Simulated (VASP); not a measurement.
Here is a VASP 6.6.1 calculation.

INCAR

```
SYSTEM = Al2GaP3
PREC = Accurate
ENCUT = 500
EDIFF = 1E-6
ISMEAR = 0
SIGMA = 0.02
LREAL = .False.
LASPH = .True.
NELM = 120
ALGO = Normal
ISIF = 2
LWAVE = .False.
LCHARG = .False.
GGA = PE
NBANDS = 26
GGA_COMPAT = .False.
```

The input KPOINTS:

```
regular mesh
0
Gamma
  10 10 10
  0 0 0
```

POSCAR

```
Al2GaP3
1.0
   -1.9475160000      1.9475160000      8.2571738000
    1.9475160000     -1.9475160000      8.2571738000
    1.9475160000      1.9475160000     -8.2571738000
Al Ga P
2 1 3
Direct
    0.6666770000      0.6666770000      0.0000000000
    0.3333230000      0.3333230000      0.0000000000
    0.0000000000      0.0000000000      0.0000000000
    0.4162950000      0.9162950000      0.5000000000
    0.0837050000      0.5837050000      0.5000000000
    0.7500000000      0.2500000000      0.5000000000
```

Potentials or basis: VASP PAW PBE potentials, release 64 (Al, Ga_d, P).

Command:

```bash
$ cat potpaw_PBE.64/Al/POTCAR potpaw_PBE.64/Ga_d/POTCAR potpaw_PBE.64/P/POTCAR > POTCAR
$ mpirun -np 1 vasp_std > vasp.out
```

Problem. Predict the band gap on the k mesh.

Solution. 1.64 eV (least direct gap 1.84 eV).

Problem. What does it give for the largest force?

Solution. 0.005 eV/Å.

Forces in eV/Å, atoms in the order of the input:
```
Al   0.000  0.000  0.001
Al   0.000  0.000 -0.001
Ga   0.000  0.000  0.000
P    0.000  0.000 -0.005
P    0.000  0.000  0.005
P    0.000  0.000  0.000
```

A k mesh can miss the band edges.
